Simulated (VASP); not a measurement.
The system is Ta3I.

```
CELL_PARAMETERS angstrom
4.48869 0.00000 0.00000
0.00000 4.48869 0.00000
0.00000 0.00000 4.48869
ATOMIC_POSITIONS crystal
Ta 0.00000 0.50000 0.50000
Ta 0.50000 0.00000 0.50000
Ta 0.50000 0.50000 0.00000
I 0.00000 0.00000 0.00000
```

* Program: VASP 6.6.1
* Task: relaxation of cell and atoms
* Functional: PBE
* Potentials or basis: VASP PAW PBE potentials, release 64 (Ta_pv, I)
* Cutoff: 600 eV
* k mesh: 4 × 4 × 4
* Occupations: gaussian, width 0.1 eV
* Spin: no spin polarisation

At the start: pressure -15.3 GPa; volume 22.61 Å³/atom.

Question: How do energy, volume and symmetry change on relaxing?

Answer: Over 4 steps the energy falls by 170.1 meV/atom and the volume is 19.45 Å³/atom (-14.0 %); space group Pm-3m (No. 221, to 0.1 Å) before and after.

Step by step:
```
step  energy change (eV)  largest force (eV/Å)  pressure (GPa)  volume (Å³)
   1              0.0000                0.0000          -15.31        90.44
   2              0.5400                0.0000           36.85        65.00
   3             -0.6794                0.0000           -0.71        78.13
   4             -0.6803                0.0000           -0.18        77.82
```

Final structure:
```
CELL_PARAMETERS angstrom
4.26932 0.00000 0.00000
0.00000 4.26932 0.00000
0.00000 0.00000 4.26932
ATOMIC_POSITIONS crystal
Ta 0.00000 0.50000 0.50000
Ta 0.50000 0.00000 0.50000
Ta 0.50000 0.50000 0.00000
I 0.00000 0.00000 0.00000
```
